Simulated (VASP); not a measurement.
# SrTiO3 in VASP: a series of runs

Runs on SrTiO3. Level: PBE. Tasks: single point.

Program: VASP 6.6.1. These are calculated values, not measurements. Logs are shortened: lines on timing, memory, paths and dates and some standing lists are left out, and cuts for length are marked.

## (1) The cell of the first run

It takes space group Pmm2 (No. 25, orthorhombic). The conventional cell has a = 3.845 Å, b = 3.982 Å, c = 3.982 Å, α = 90.00°, β = 90.00°, γ = 90.00°. Sr (site symmetry mm2) has 12 O at 2.70 to 2.89 Å and 8 Ti at 3.38 to 3.44 Å within 3.6 Å. Ti (site symmetry mm2) has 6 O at 1.83 to 2.15 Å within 2.4 Å. O (site symmetry mm2) has 2 Ti at 1.83 to 2.15 Å within 2.4 Å. Within 2.9 Å of O (site symmetry mm2) lie 2 Ti at 2.00 Å and 4 Sr at 2.70 to 2.84 Å and 8 O at 2.77 to 2.82 Å. Within 2.6 Å of O (site symmetry mm2) lie 2 Ti at 1.93 Å.

## (2) Single point, PBE (atoms displaced along a vibrational mode, the cell strained)

Contents of INCAR:

```
PREC     = Accurate       # precision mode
ENCUT    = 910            # plane-wave cutoff, eV
EDIFF    = 1E-6           # SCF threshold, eV
ISMEAR   = 0              # smearing method
SIGMA    = 0.05           # smearing width, eV
LREAL    = False          # projectors in reciprocal space
LASPH    = True           # aspherical terms in the spheres
NELM     = 120            # most SCF steps
ALGO     = Normal         # electronic algorithm
ISIF     = 2              # what is computed and relaxed
LWAVE    = False          # write WAVECAR
LCHARG   = False          # write CHGCAR
GGA      = PE             # functional
NBANDS   = 28             # bands
GGA_COMPAT= False
```

Contents of KPOINTS:

```
regular mesh
0
Gamma
  8 8 8
```

Contents of POSCAR:

```
SrTiO3
1.0
    3.9822686081      0.0000000000      0.0000000000
    0.0000000000      3.9822686081      0.0000000000
    0.0000000000      0.0000000000      3.8446910982
Sr Ti O
1 1 3
Direct
    0.0034176272      0.0000000000      0.0000000000
    0.5161346144      0.5000000000      0.5000000000
   -0.0243877070      0.5000000000      0.5000000000
    0.4786990076      0.0000000000      0.5000000000
    0.4786990076      0.5000000000      0.0000000000
```

Potentials or basis: VASP PAW PBE potentials, release 64 (Sr_sv, Ti_sv, O_h).

Command:

```bash
> cat potpaw_PBE.64/Sr_sv/POTCAR potpaw_PBE.64/Ti_sv/POTCAR potpaw_PBE.64/O_h/POTCAR > POTCAR
> mpirun -np 1 vasp_std > vasp.out
```

OUTCAR:

```text
PREC = Accurate
   ENCUT = 910
   EDIFF = 1E-6
   ISMEAR = 0
   LREAL = False
   LASPH = True
   NELM = 120
   ISIF = 2
   GGA = PE

 ion  position               nearest neighbor table
   1  0.003  0.000  0.000-   4 2.70   4 2.70   5 2.75   5 2.75   3 2.77   3 2.77   3 2.77   3 2.77
                             4 2.84   4 2.84   5 2.89   5 2.89   2 3.38   2 3.38   2 3.38   2 3.38
   2  0.516  0.500  0.500-   3 1.83   5 1.93   5 1.93   4 2.00   4 2.00   3 2.15   1 3.38   1 3.38
                             1 3.38   1 3.38   1 3.44   1 3.44   1 3.44   1 3.44
   3  0.976  0.500  0.500-   2 1.83   2 2.15   1 2.77   1 2.77   1 2.77   1 2.77
   4  0.479  0.000  0.500-   2 2.00   2 2.00   1 2.70   1 2.70   1 2.84   1 2.84
   5  0.479  0.500  0.000-   2 1.93   2 1.93   1 2.75   1 2.75   1 2.89   1 2.89

  LATTYP: Found a simple tetragonal cell.
 ALAT       =     3.9822686081
 C/A-ratio  =     0.9654524786

  Lattice vectors:

 A1 = (   3.9822686081,   0.0000000000,   0.0000000000)
 A2 = (   0.0000000000,   3.9822686081,   0.0000000000)
 A3 = (   0.0000000000,   0.0000000000,   3.8446910982)

Analysis of symmetry for initial positions (statically):
=====================================================================
 Subroutine PRICEL returns:
 Original cell was already a primitive cell.

 Routine SETGRP: Setting up the symmetry group for a
 simple tetragonal supercell.

 Subroutine GETGRP returns: Found  4 space group operations
 (whereof  4 operations were pure point group operations)
 out of a pool of 16 trial point group operations.

The static configuration has the point symmetry C_2v.

Analysis of symmetry for dynamics (positions and initial velocities):
=====================================================================
 Subroutine PRICEL returns:
 Original cell was already a primitive cell.

 Routine SETGRP: Setting up the symmetry group for a
 simple tetragonal supercell.

 Subroutine GETGRP returns: Found  4 space group operations
 (whereof  4 operations were pure point group operations)
 out of a pool of 16 trial point group operations.

The dynamic configuration has the point symmetry C_2v.

 Subroutine INISYM returns: Found  4 space group operations
 (whereof  4 operations are pure point group operations),
 and found     1 'primitive' translations

----------------------------------------------------------------------------------------

                                     Primitive cell

  volume of cell :      60.9709

  direct lattice vectors                    reciprocal lattice vectors
     3.982268608  0.000000000  0.000000000     0.251113146  0.000000000  0.000000000
     0.000000000  3.982268608  0.000000000     0.000000000  0.251113146  0.000000000
     0.000000000  0.000000000  3.844691098     0.000000000  0.000000000  0.260098919

  length of vectors
     3.982268608  3.982268608  3.844691098     0.251113146  0.251113146  0.260098919

  position of ions in fractional coordinates (direct lattice)
     0.003417627  0.000000000  0.000000000
     0.516134614  0.500000000  0.500000000
     0.975612293  0.500000000  0.500000000
     0.478699008  0.000000000  0.500000000
     0.478699008  0.500000000  0.000000000

  ion indices of the primitive-cell ions
   primitive index   ion index
                 1           1
                 2           2
                 3           3
                 4           4
                 5           5

----------------------------------------------------------------------------------------

 KPOINTS: regular mesh

Automatic generation of k-mesh.
 Grid dimensions read from file:
 generate k-points for:    8    8    8

 Generating k-lattice:

  Cartesian coordinates                     Fractional coordinates (reciprocal lattice)
     0.031389143  0.000000000  0.000000000     0.125000000  0.000000000  0.000000000
     0.000000000  0.031389143  0.000000000     0.000000000  0.125000000  0.000000000
     0.000000000  0.000000000  0.032512365     0.000000000  0.000000000  0.125000000

  Length of vectors
     0.031389143  0.031389143  0.032512365

  Shift w.r.t. Gamma in fractional coordinates (k-lattice)
     0.000000000  0.000000000  0.000000000

 Subroutine IBZKPT returns following result:
 ===========================================

 Found    125 irreducible k-points:

 Following reciprocal coordinates:
            Coordinates               Weight
  0.000000  0.000000  0.000000      1.000000
  0.125000  0.000000  0.000000      2.000000
  0.000000  0.125000  0.000000      2.000000
  0.250000  0.000000  0.000000      2.000000
  0.000000  0.250000  0.000000      2.000000
  0.375000  0.000000  0.000000      2.000000
[... 16 lines left out ...]
  0.500000  0.375000  0.000000      2.000000
 -0.375000  0.500000  0.000000      2.000000
 [... further k-points ...]
   k-points           NKPTS =    125   k-points in BZ     NKDIM =    125   number of bands    NBANDS=     28
   number of dos      NEDOS =    301   number of ions     NIONS =      5
   total plane-waves  NPLWV =  64000
   dimension x,y,z NGX =    40 NGY =   40 NGZ =   40
   dimension x,y,z NGXF=    80 NGYF=   80 NGZF=   80
   ions per type =               1   1   3
   NGX,Y,Z   is equivalent  to a cutoff of  16.70, 16.70, 17.30 a.u.
   NGXF,Y,Z  is equivalent  to a cutoff of  33.40, 33.40, 34.59 a.u.
 SYSTEM =  unknown system
   PREC   = accura    normal or accurate (medium, high low for compatibility)
   ISTART =      0    job   : 0-new  1-cont  2-samecut
   ICHARG =      2    charge: 1-file 2-atom 10-const
   ISPIN  =      1    spin polarized calculation?
   LNONCOLLINEAR =      F non collinear calculations
   LSORBIT =      F    spin-orbit coupling
   LASPH  =      T    aspherical Exc in radial PAW
   ENCUT  =  910.0 eV  66.88 Ry    8.18 a.u.   9.80  9.80  9.46*2*pi/ulx,y,z
   NELM   =    120;   NELMIN=  2; NELMDL= -5     # of ELM steps
   EDIFF  = 0.1E-05   stopping-criterion for ELM
   LREAL  =      F    real-space projection
   EDIFFG = 0.1E-04   stopping-criterion for IOM
   NSW    =      0    number of steps for IOM
   IBRION =     -1    ionic relax: 0-MD 1-quasi-New 2-CG
   NFREE  =      0    steps in history (QN), initial steepest desc. (CG)
   ISIF   =      2    stress and relaxation
   ISYM   =      2    0-nonsym 1-usesym 2-fastsym
   POTIM  = 0.5000    time-step for ionic-motion
   TEBEG  =    0.0;   TEEND  =   0.0 temperature during run
   PSTRESS=    0.0 pullay stress
   NELECT =      40.0000    total number of electrons
   NUPDOWN=      -1.0000    fix difference up-down
   EMIN   =  10.00;   EMAX   =-10.00  energy-range for DOS
   EFERMI =   0.00;   METHOD = LEGACY
   ISMEAR =     0;   SIGMA  =   0.05  broadening in eV -4-tet -1-fermi 0-gaus
   EFERMI_NEDOS =   21; number of points for ismear=-14 and -15
   IALGO  =     38    algorithm
   IMIX   =      4    mixing-type and parameters
     AMIX     =   0.40;   BMIX     =  1.00
     AMIX_MAG =   1.60;   BMIX_MAG =  1.00
  volume/ion in A,a.u.               =      12.19        82.29
  Fermi-wavevector in a.u.,A,eV,Ry     =   1.422506  2.688146 27.531690  2.023522
  Thomas-Fermi vector in A             =   2.543202
   LORBIT       =      0    0 simple, 1 ext, 2 COOP (PROOUT), +10 PAW based schemes
   GGA     = PE    functional components
   LHFCALC =     F    Hartree Fock is set to
   AEXX    =    0.0000 exact exchange contribution
   IVDW    =     0    specifies the selected vdW correction
   LEPSILON=     F    determine dielectric tensor
   LRPA    =     F    only Hartree local field effects (RPA)
 non-spin polarized calculation
 Gauss-broadening in eV      SIGMA  =   0.05
  energy-cutoff  :      910.00
  volume of cell :       60.97
 maximum number of plane-waves:      3828
   NGX = 19   NGY = 19   NGZ = 19

 number of electron      40.0000003 magnetization

 Free energy of the ion-electron system (eV)
  ---------------------------------------------------
  ext. energy  EPLUGINS =         0.00000000
  ---------------------------------------------------
  free energy    TOTEN  =       -40.09839556 eV

  energy without entropy =      -40.09839556  energy(sigma->0) =      -40.09839556

 E-fermi :   4.7939     XC(G=0): -11.1408

 val. band max:        4.4174376314   @ k =   0.5000   0.5000   0.5000
 cond. band min:       6.3021718391   @ k =   0.0000   0.0000   0.0000
 fundamental gap:      1.8847342077
 Fermi energy:         4.7939363990

 k-point     1 :       0.0000    0.0000    0.0000
  band No.  band energies     occupation
      1     -52.0562      2.00000
      2     -28.5267      2.00000
      3     -28.3526      2.00000
      4     -28.3054      2.00000
      5     -28.2797      2.00000
      6     -13.0104      2.00000
[... 20 lines left out ...]
     27       9.8945      0.00000
     28      10.3305      0.00000

 k-point     2 :       0.1250    0.0000    0.0000
  band No.  band energies     occupation
      1     -52.0560      2.00000
      2     -28.5335      2.00000
      3     -28.3512      2.00000
      4     -28.3050      2.00000
      5     -28.2794      2.00000
      6     -13.0141      2.00000
[... 20 lines left out ...]
     27      10.1268      0.00000
     28      10.6957      0.00000

 k-point     3 :       0.0000    0.1250    0.0000
  band No.  band energies     occupation
      1     -52.0560      2.00000
      2     -28.5304      2.00000
      3     -28.3525      2.00000
      4     -28.3050      2.00000
      5     -28.2810      2.00000
      6     -13.0339      2.00000
[... 20 lines left out ...]
     27      10.1279      0.00000
     28      10.6670      0.00000

 k-point     4 :       0.2500    0.0000    0.0000
  band No.  band energies     occupation
      1     -52.0556      2.00000
      2     -28.5504      2.00000
      3     -28.3474      2.00000
      4     -28.3042      2.00000
      5     -28.2786      2.00000
      6     -13.0645      2.00000
[... 578 lines left out ...]
     27      12.2972      0.00000
     28      13.2216      0.00000

 k-point    23 :       0.5000    0.3750    0.0000
  band No.  band energies     occupation
      1     -52.0542      2.00000
      2     -28.5106      2.00000
      3     -28.3920      2.00000
      4     -28.3244      2.00000
      5     -28.3014      2.00000
      6     -12.6678      2.00000
[... 20 lines left out ...]
     27      12.2106      0.00000
     28      13.5368      0.00000

 k-point    24 :      -0.3750    0.5000    0.0000
  band No.  band energies     occupation
      1     -52.0542      2.00000
      2     -28.5038      2.00000
      3     -28.3997      2.00000
      4     -28.3233      2.00000
      5     -28.3014      2.00000
      6     -12.7076      2.00000
[... 20 lines left out ...]
     27      12.1849      0.00000
     28      13.6486      0.00000

 [... further k-points ...]
[... 5 lines left out ...]
  --------------------------------------------------------------------------------------
  -------------------------------------------------------------------------------------
  Total        0.8655166     -0.6420442      2.3249366      0.0000000      0.0000000      0.0000000
  in kB       22.7438205    -16.8714703     61.0940809      0.0000000      0.0000000      0.0000000
  external PRESSURE =      22.3221437 kB  Pullay stress =       0.0000000 kB

 VOLUME and BASIS-vectors are now :
 -----------------------------------------------------------------------------
  energy-cutoff  :      910.00
  volume of cell :       60.97
      direct lattice vectors                 reciprocal lattice vectors
     3.982268608  0.000000000  0.000000000     0.251113146  0.000000000  0.000000000
     0.000000000  3.982268608  0.000000000     0.000000000  0.251113146  0.000000000
     0.000000000  0.000000000  3.844691098     0.000000000  0.000000000  0.260098919

 POSITION                                       TOTAL-FORCE (eV/Angst)
 -----------------------------------------------------------------------------------
      0.01361      0.00000      0.00000         0.108550      0.000000      0.000000
      2.05539      1.99113      1.92235        -0.302571      0.000000      0.000000
      3.88515      1.99113      1.92235         0.276129      0.000000      0.000000
      1.90631      0.00000      1.92235         0.040813      0.000000      0.000000
      1.90631      1.99113      0.00000        -0.122921      0.000000      0.000000
 -----------------------------------------------------------------------------------
    total drift:                               -0.003245     -0.000000      0.000003

  FREE ENERGIE OF THE ION-ELECTRON SYSTEM (eV)
  ---------------------------------------------------
  free  energy   TOTEN  =       -40.0983955569 eV

  energy  without entropy=      -40.0983955569  energy(sigma->0) =      -40.09839556
```

Run time: 4.3 min. Hardware: 1 thread of AMD EPYC 9R45 (Zen 5), shared host; peak memory 0.57 GiB.

Results:

* Free energy: -40.0984 eV
* Pressure: 2.2 GPa
* Largest force: 0.303 eV/Å
* Band gap on the k mesh: 1.88 eV (least direct gap 2.46 eV)

Forces on the atoms (eV/Å):
```
Sr   0.109  0.000  0.000
Ti  -0.303  0.000  0.000
O    0.276  0.000  0.000
O    0.041  0.000  0.000
O   -0.123  0.000  0.000
```

Caveat: the cell differs from its parent crystal (atoms displaced along a vibrational mode, the cell strained); the cutoff is under 1.25 times the usual one of these potentials, so pressure, stress and relaxed cells hold a basis-set (Pulay) error. A k mesh can miss the band edges.

## (3) Single point, PBE

This run uses another cell than the first one, of the same volume but with other edges.

Contents of INCAR:

```
SYSTEM = SrTiO3
PREC = Accurate
ENCUT = 600
EDIFF = 1E-6
ISMEAR = 0
SIGMA = 0.05
LREAL = .False.
LASPH = .True.
NELM = 120
ALGO = Normal
ISIF = 2
LWAVE = .False.
LCHARG = .False.
GGA = PE
NBANDS = 28
GGA_COMPAT = .False.
```

Contents of KPOINTS:

```
Automatic mesh
0
Gamma
  8 8 8
  0 0 0
```

Contents of POSCAR:

```
SrTiO3
1.0
    3.9364094381      0.0000000000      0.0000000000
    0.0000000000      3.9364094381      0.0000000000
    0.0000000000      0.0000000000      3.9364094381
Sr Ti O
1 1 3
Direct
    0.0020505763      0.0000000000      0.0000000000
    0.5096807686      0.5000000000      0.5000000000
   -0.0146326242      0.5000000000      0.5000000000
    0.4872194045      0.0000000000      0.5000000000
    0.4872194045      0.5000000000      0.0000000000
```

Potentials or basis: VASP PAW PBE potentials, release 64 (Sr_sv, Ti_sv, O).

Command:

```bash
> cat potpaw_PBE.64/Sr_sv/POTCAR potpaw_PBE.64/Ti_sv/POTCAR potpaw_PBE.64/O/POTCAR > POTCAR
> mpirun -np 1 vasp_std > vasp.out
```

Run time: 64 s. Hardware: 1 thread of Intel Xeon 6975P-C (Granite Rapids), shared host; peak memory 0.27 GiB.

The run converged. Its results:

| Quantity | Value |
| --- | --- |
| Free energy | -40.1114 eV |
| Pressure | 1.1 GPa |
| Largest force | 0.104 eV/Å |
| Band gap on the k mesh | 1.84 eV (least direct gap 2.31 eV) |

Forces on the atoms (eV/Å):
```
Sr   0.050  0.000  0.000
Ti  -0.079  0.000  0.000
O    0.104  0.000  0.000
O   -0.037  0.000  0.000
O   -0.037  0.000  0.000
```

Stress tensor (GPa, compression positive):
```
2.14 0.00 0.00
0.00 0.60 0.00
0.00 0.00 0.60
```

Levels at points of the mesh, in eV from the valence-band top:
```csv
k point,band 17,band 18,band 19,band 20,band 21,band 22,band 23,band 24
"(0.00, 0.00, 0.00)",-1.15,-0.48,-0.47,-0.47,1.84,2.01,2.01,4.19
"(0.50, 0.00, 0.00)",-2.37,-1.94,-0.73,-0.73,2.00,3.74,3.74,4.19
"(0.00, 0.50, 0.00)",-2.23,-1.94,-0.90,-0.82,2.15,3.66,3.69,4.26
"(0.50, 0.50, 0.00)",-1.73,-1.55,-1.54,-0.14,3.68,3.74,4.13,5.12
"(0.00, 0.50, 0.50)",-1.76,-1.62,-1.62,-0.09,3.70,3.70,4.12,5.07
"(0.50, 0.50, 0.50)",-3.65,-0.06,-0.06,0.00,4.31,4.33,4.33,6.75
```

A k mesh can miss the band edges. A hybrid or GW would open this gap; PBE tends to underestimate it.

[end of part 1 of 2]
